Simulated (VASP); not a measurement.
# Al3H (P6_3/mmc) in VASP: notebook

Runs on Al3H. Level: PBE. Tasks: relaxation of cell and atoms, single point.

Everything below comes from runs of VASP 6.6.1. Logs are shortened: lines on timing, memory, paths and dates and some standing lists are left out, and cuts for length are marked.

### Step 1. The cell of the first run

It takes space group P6_3/mmc (No. 194, hexagonal). Conventional cell: a = 5.164 Å, b = 5.164 Å, c = 4.140 Å, α = 90.00°, β = 90.00°, γ = 120.00°. Within 3.1 Å of Al (site symmetry mm2) lie 8 Al at 2.32 to 2.84 Å and 4 H at 2.59 to 2.64 Å. Within 3.4 Å of H (site symmetry -6m2) lie 12 Al at 2.59 to 2.64 Å.

The cell was generated, and may not be a known phase.

### Step 2. Relaxation of cell and atoms, PBE

INCAR

```
SYSTEM = Al3H
PREC     = Accurate       ! precision mode
ENCUT    = 600            ! plane-wave cutoff, eV
EDIFF    = 1E-6           ! SCF threshold, eV
ISMEAR   = 0              ! smearing method
SIGMA    = 0.1            ! smearing width, eV
LREAL    = .FALSE.        ! projectors in reciprocal space
LASPH    = .TRUE.         ! aspherical terms in the spheres
NELM     = 100            ! most SCF steps
ALGO     = Normal         ! electronic algorithm
ISIF     = 3              ! what is computed and relaxed
LWAVE    = .FALSE.        ! write WAVECAR
LCHARG   = .FALSE.        ! write CHGCAR
GGA      = PE             ! functional
IBRION   = 2              ! ionic algorithm
NSW      = 90             ! ionic steps
EDIFFG   = -0.04          ! ionic threshold
```

KPOINTS

```
Automatic mesh
0
G
  6 6 4
  0 0 0
```

POSCAR

```
Al3H
1.0
    5.1642167000      0.0000000000      0.0000000000
   -2.5821083500      4.4723428600      0.0000000000
    0.0000000000      0.0000000000      4.1397522800
Al H
6 2
Direct
    0.1497133800      0.2994267600      0.7500000000
    0.8502866200      0.1497133800      0.2500000000
    0.8502866200      0.7005732400      0.2500000000
    0.1497133800      0.8502866200      0.7500000000
    0.7005732400      0.8502866200      0.7500000000
    0.2994267600      0.1497133800      0.2500000000
    0.6666666700      0.3333333300      0.7500000000
    0.3333333300      0.6666666700      0.2500000000
```

Potentials or basis: VASP PAW PBE potentials, release 64 (Al, H).

Launch:

```bash
$ cat potpaw_PBE.64/Al/POTCAR potpaw_PBE.64/H/POTCAR > POTCAR
$ mpirun -np 1 vasp_std > vasp.out
```

OUTCAR:

```text
SYSTEM = Al3H
   PREC = Accurate
   ENCUT = 600
   EDIFF = 1E-6
   ISMEAR = 0
   LREAL = .FALSE.
   LASPH = .TRUE.
   NELM = 100
   ISIF = 3
   GGA = PE
   IBRION = 2
   NSW = 90
   EDIFFG = -0.04

 ion  position               nearest neighbor table
   1  0.150  0.299  0.750-   4 2.32   5 2.32   2 2.47   6 2.47   2 2.47   6 2.47   5 2.84   4 2.84

   2  0.850  0.150  0.250-   6 2.32   3 2.32   1 2.47   1 2.47   5 2.47   5 2.47   6 2.84   3 2.84

   3  0.850  0.701  0.250-   2 2.32   6 2.32   5 2.47   4 2.47   4 2.47   5 2.47   2 2.84   6 2.84

   4  0.150  0.850  0.750-   5 2.32   1 2.32   3 2.47   3 2.47   6 2.47   6 2.47   5 2.84   1 2.84

   5  0.701  0.850  0.750-   4 2.32   1 2.32   3 2.47   3 2.47   2 2.47   2 2.47   4 2.84   1 2.84

   6  0.299  0.150  0.250-   2 2.32   3 2.32   1 2.47   1 2.47   4 2.47   4 2.47   2 2.84   3 2.84

   7  0.667  0.333  0.750-
   8  0.333  0.667  0.250-

  LATTYP: Found a hexagonal cell.
 ALAT       =     5.1642167000
 C/A-ratio  =     0.8016224958

  Lattice vectors:

 A1 = (   5.1642167000,   0.0000000000,   0.0000000000)
 A2 = (  -2.5821083500,   4.4723428600,   0.0000000000)
 A3 = (   0.0000000000,   0.0000000000,   4.1397522800)

Analysis of symmetry for initial positions (statically):
=====================================================================
 Subroutine PRICEL returns:
 Original cell was already a primitive cell.

 Routine SETGRP: Setting up the symmetry group for a
 hexagonal supercell.

 Subroutine GETGRP returns: Found 24 space group operations
 (whereof 12 operations were pure point group operations)
 out of a pool of 24 trial point group operations.

The static configuration has the point symmetry D_3d.
 The point group associated with its full space group is D_6h.

Analysis of symmetry for dynamics (positions and initial velocities):
=====================================================================
 Subroutine PRICEL returns:
 Original cell was already a primitive cell.

 Routine SETGRP: Setting up the symmetry group for a
 hexagonal supercell.

 Subroutine GETGRP returns: Found 24 space group operations
 (whereof 12 operations were pure point group operations)
 out of a pool of 24 trial point group operations.

The dynamic configuration has the point symmetry D_3d.
 The point group associated with its full space group is D_6h.

 Subroutine INISYM returns: Found 24 space group operations
 (whereof 12 operations are pure point group operations),
 and found     1 'primitive' translations

----------------------------------------------------------------------------------------

                                     Primitive cell

  volume of cell :      95.6123

  direct lattice vectors                    reciprocal lattice vectors
     5.164216700  0.000000000  0.000000000     0.193640209  0.111798226  0.000000000
    -2.582108350  4.472342860  0.000000000     0.000000000  0.223596453  0.000000000
     0.000000000  0.000000000  4.139752280     0.000000000  0.000000000  0.241560348

  length of vectors
     5.164216700  5.164216706  4.139752280     0.223596453  0.223596453  0.241560348

  position of ions in fractional coordinates (direct lattice)
     0.149713380  0.299426760  0.750000000
     0.850286620  0.149713380  0.250000000
     0.850286620  0.700573240  0.250000000
     0.149713380  0.850286620  0.750000000
     0.700573240  0.850286620  0.750000000
     0.299426760  0.149713380  0.250000000
     0.666666670  0.333333330  0.750000000
     0.333333330  0.666666670  0.250000000

  ion indices of the primitive-cell ions
   primitive index   ion index
                 1           1
                 2           2
                 3           3
                 4           4
                 5           5
                 6           6
                 7           7
                 8           8

----------------------------------------------------------------------------------------

 KPOINTS: Automatic mesh

Automatic generation of k-mesh.
 Grid dimensions read from file:
 generate k-points for:    6    6    4

 Generating k-lattice:

  Cartesian coordinates                     Fractional coordinates (reciprocal lattice)
     0.032273368  0.018633038  0.000000000     0.166666667 -0.000000000  0.000000000
     0.000000000  0.037266075  0.000000000     0.000000000  0.166666667  0.000000000
     0.000000000  0.000000000  0.060390087     0.000000000  0.000000000  0.250000000

  Length of vectors
     0.037266076  0.037266075  0.060390087

  Shift w.r.t. Gamma in fractional coordinates (k-lattice)
     0.000000000  0.000000000  0.000000000

 Subroutine IBZKPT returns following result:
 ===========================================

 Found     21 irreducible k-points:

 Following reciprocal coordinates:
            Coordinates               Weight
  0.000000  0.000000  0.000000      1.000000
  0.166667 -0.000000  0.000000      6.000000
  0.333333  0.000000  0.000000      6.000000
  0.500000 -0.000000  0.000000      3.000000
  0.166667  0.166667  0.000000      6.000000
  0.333333  0.166667  0.000000     12.000000
[... 13 lines left out ...]
  0.333333  0.166667  0.500000     12.000000
  0.333333  0.333333  0.500000      2.000000
   k-points           NKPTS =     21   k-points in BZ     NKDIM =     21   number of bands    NBANDS=     15
   number of dos      NEDOS =    301   number of ions     NIONS =      8
   total plane-waves  NPLWV =  63504
   dimension x,y,z NGX =    42 NGY =   42 NGZ =   36
   dimension x,y,z NGXF=    84 NGYF=   84 NGZF=   72
   ions per type =               6   2
   NGX,Y,Z   is equivalent  to a cutoff of  13.52, 13.52, 14.46 a.u.
   NGXF,Y,Z  is equivalent  to a cutoff of  27.04, 27.04, 28.91 a.u.
 SYSTEM =  Al3H
   PREC   = accura    normal or accurate (medium, high low for compatibility)
   ISTART =      0    job   : 0-new  1-cont  2-samecut
   ICHARG =      2    charge: 1-file 2-atom 10-const
   ISPIN  =      1    spin polarized calculation?
   LNONCOLLINEAR =      F non collinear calculations
   LSORBIT =      F    spin-orbit coupling
   LASPH  =      T    aspherical Exc in radial PAW
   ENCUT  =  600.0 eV  44.10 Ry    6.64 a.u.  10.31 10.31  8.27*2*pi/ulx,y,z
   NELM   =    100;   NELMIN=  2; NELMDL= -5     # of ELM steps
   EDIFF  = 0.1E-05   stopping-criterion for ELM
   LREAL  =      F    real-space projection
   EDIFFG = -.4E-01   stopping-criterion for IOM
   NSW    =     90    number of steps for IOM
   IBRION =      2    ionic relax: 0-MD 1-quasi-New 2-CG
   NFREE  =      1    steps in history (QN), initial steepest desc. (CG)
   ISIF   =      3    stress and relaxation
   ISYM   =      2    0-nonsym 1-usesym 2-fastsym
   POTIM  = 0.5000    time-step for ionic-motion
   TEBEG  =    0.0;   TEEND  =   0.0 temperature during run
   PSTRESS=    0.0 pullay stress
   NELECT =      20.0000    total number of electrons
   NUPDOWN=      -1.0000    fix difference up-down
   EMIN   =  10.00;   EMAX   =-10.00  energy-range for DOS
   EFERMI =   0.00;   METHOD = LEGACY
   ISMEAR =     0;   SIGMA  =   0.10  broadening in eV -4-tet -1-fermi 0-gaus
   EFERMI_NEDOS =   21; number of points for ismear=-14 and -15
   IALGO  =     38    algorithm
   IMIX   =      4    mixing-type and parameters
     AMIX     =   0.40;   BMIX     =  1.00
     AMIX_MAG =   1.60;   BMIX_MAG =  1.00
  volume/ion in A,a.u.               =      11.95        80.65
  Fermi-wavevector in a.u.,A,eV,Ry     =   0.971807  1.836450 12.849473  0.944410
  Thomas-Fermi vector in A             =   2.102055
   LORBIT       =      0    0 simple, 1 ext, 2 COOP (PROOUT), +10 PAW based schemes
   GGA     = PE    functional components
   LHFCALC =     F    Hartree Fock is set to
   AEXX    =    0.0000 exact exchange contribution
   IVDW    =     0    specifies the selected vdW correction
   LEPSILON=     F    determine dielectric tensor
   LRPA    =     F    only Hartree local field effects (RPA)
 conjugate gradient relaxation of ions
 non-spin polarized calculation
 Gauss-broadening in eV      SIGMA  =   0.10
  energy-cutoff  :      600.00
  volume of cell :       95.61
 maximum number of plane-waves:      3215
 NGX is ok and might be reduce to    42
   NGX = 21   NGY = 21   NGZ = 17

--------------------------------------- Ionic step        1  -------------------------------------------

 number of electron      19.9999999 magnetization

 Free energy of the ion-electron system (eV)
  ---------------------------------------------------
  ext. energy  EPLUGINS =         0.00000000
  ---------------------------------------------------
  free energy    TOTEN  =       -20.85462457 eV

  energy without entropy =      -20.84267474  energy(sigma->0) =      -20.84864966

 E-fermi :   8.3585     XC(G=0): -10.4893

 val. band max:        8.3265036217   @ k =   0.3333   0.1667   0.0000
 cond. band min:       8.3919242445   @ k =   0.1667   0.1667   0.2500
 fundamental gap:      0.0654206228
 Fermi energy:         8.3584545389

 k-point     1 :       0.0000    0.0000    0.0000
  band No.  band energies     occupation
      1      -4.1047      2.00000
      2       1.9719      2.00000
      3       2.9503      2.00000
      4       2.9503      2.00000
      5       3.5976      2.00000
      6       3.6841      2.00000
      7       4.8429      2.00000
      8       4.8429      2.00000
      9       5.1352      2.00000
     10       9.0628      0.00000
     11       9.5492      0.00000
     12       9.5492      0.00000
     13      10.3496      0.00000
     14      11.1024      0.00000
     15      12.2271      0.00000
[... 477 lines left out ...]
  FREE ENERGIE OF THE ION-ELECTRON SYSTEM (eV)
  ---------------------------------------------------
  free  energy   TOTEN  =       -25.4129968861 eV

  energy  without entropy=      -25.3927038311  energy(sigma->0) =      -25.40285036

[... ionic steps 4 to 9 ...]

--------------------------------------- Ionic step       10  -------------------------------------------

 number of electron      19.9999999 magnetization

------------------------ aborting loop because EDIFF is reached ----------------------------------------

  FORCE on cell =-STRESS in cart. coord.  units (eV):
  Direction    XX          YY          ZZ          XY          YZ          ZX
  --------------------------------------------------------------------------------------
  -------------------------------------------------------------------------------------
  Total       -0.1703637     -0.1703637      0.5473160      0.0000000      0.0000000      0.0000000
  in kB       -2.3214514     -2.3214515      7.4579688      0.0000000      0.0000000      0.0000000
  external PRESSURE =       0.9383553 kB  Pullay stress =       0.0000000 kB
[... 69 lines left out ...]
  energy  without entropy=      -25.4609892057  energy(sigma->0) =      -25.47011382

--------------------------------------- Ionic step       12  -------------------------------------------

 number of electron      19.9999999 magnetization

 Free energy of the ion-electron system (eV)
  ---------------------------------------------------
  ext. energy  EPLUGINS =         0.00000000
  ---------------------------------------------------
  free energy    TOTEN  =       -25.48017696 eV

  energy without entropy =      -25.46394702  energy(sigma->0) =      -25.47206199

 E-fermi :   6.2138     XC(G=0):  -9.7963

 val. band max:        6.1205173046   @ k =   0.3333   0.1667   0.2500
 cond. band min:       6.2181809993   @ k =   0.1667   0.1667   0.2500
 fundamental gap:      0.0976636947
 Fermi energy:         6.2138138263

 k-point     1 :       0.0000    0.0000    0.0000
  band No.  band energies     occupation
      1      -4.1786      2.00000
      2       1.4609      2.00000
      3       1.4705      2.00000
      4       1.7538      2.00000
      5       1.7538      2.00000
      6       2.5608      2.00000
      7       2.5608      2.00000
      8       3.4752      2.00000
      9       3.5261      2.00000
     10       7.3241      0.00000
     11       8.1754      0.00000
     12       8.2006      0.00000
     13       8.2006      0.00000
     14       9.7907      0.00000
     15       9.7907      0.00000
[... 393 lines left out ...]
  FREE ENERGIE OF THE ION-ELECTRON SYSTEM (eV)
  ---------------------------------------------------
  free  energy   TOTEN  =       -25.4801769598 eV

  energy  without entropy=      -25.4639470182  energy(sigma->0) =      -25.47206199

 reached required accuracy - stopping structural energy minimisation
```

Wall time 1.7 min (1 thread of Intel Xeon 6975P-C (Granite Rapids), shared host); peak memory 0.25 GiB.

Results:

```
Free energy                           : -25.4802 eV
Relaxed volume                        : 14.73 Å³/atom
Relaxed cell                          : a = 5.621 Å, b = 5.621 Å, c = 4.307 Å, α = 90.00°, β = 90.00°, γ = 120.00°
Space group after relaxing (to 0.1 Å) : P6_3/mmc (No. 194)
Energy gained by relaxing             : 578.2 meV/atom
Ionic steps                           : 12
Pressure after relaxing               : 0.0 GPa
Largest force after relaxing          : 0.018 eV/Å
Band gap on the k mesh                : zero (bands 10 and 11 overlap by 2.88 eV)
```

Forces on the atoms (eV/Å):
```
Al   0.000 -0.018  0.000
Al   0.016 -0.009  0.000
Al   0.000  0.018  0.000
Al  -0.016  0.009  0.000
Al   0.016  0.009  0.000
Al  -0.016 -0.009  0.000
H    0.000  0.000  0.000
H    0.000  0.000  0.000
```

Step by step:
| step | energy change (eV) | largest force (eV/Å) | pressure (GPa) | volume (Å³) |
| --- | --- | --- | --- | --- |
| 1 | 0.0000 | 5.7747 | 34.25 | 95.61 |
| 2 | -3.9018 | 0.9383 | -5.71 | 135.50 |
| 3 | -4.5584 | 0.1372 | -0.67 | 119.71 |
| 4 | -4.5580 | 0.0857 | -0.96 | 120.23 |
| 5 | -4.5791 | 0.0559 | -0.51 | 119.17 |
| 6 | -4.6182 | 0.0381 | 0.58 | 116.82 |
| 7 | -4.5523 | 0.0556 | 3.67 | 112.04 |
| 8 | -4.6189 | 0.0227 | 1.13 | 115.86 |
| 9 | -4.6202 | 0.0271 | 0.89 | 116.28 |
| 10 | -4.6240 | 0.0232 | 0.09 | 117.58 |
| 11 | -4.6246 | 0.0223 | 0.32 | 117.20 |
| 12 | -4.6256 | 0.0181 | -0.04 | 117.85 |

Final structure:
```xyz
8
Lattice="5.6206 0.0000 0.0000 -2.8103 4.8675 0.0000 0.0000 0.0000 4.3075" Properties=species:S:1:pos:R:3 pbc="T T T"
Al    0.0000    1.6936    3.2306
Al    4.1539    0.8468    1.0769
Al    2.8103    3.1740    1.0769
Al   -1.3436    4.0208    3.2306
Al    1.3436    4.0208    3.2306
Al    1.4667    0.8468    1.0769
H     2.8103    1.6225    3.2306
H     0.0000    3.2450    1.0769
```

Caveat: the k points lie up to 0.36 Å⁻¹ apart in the final cell, too coarse for converged energies and pressures of a metal; the volume moved by over 15 % at a fixed basis, so the end points are rough.

(Part 1 of 2 ends here.)

The gap in the log of VASP goes by the Fermi energy; the results here count the filled bands.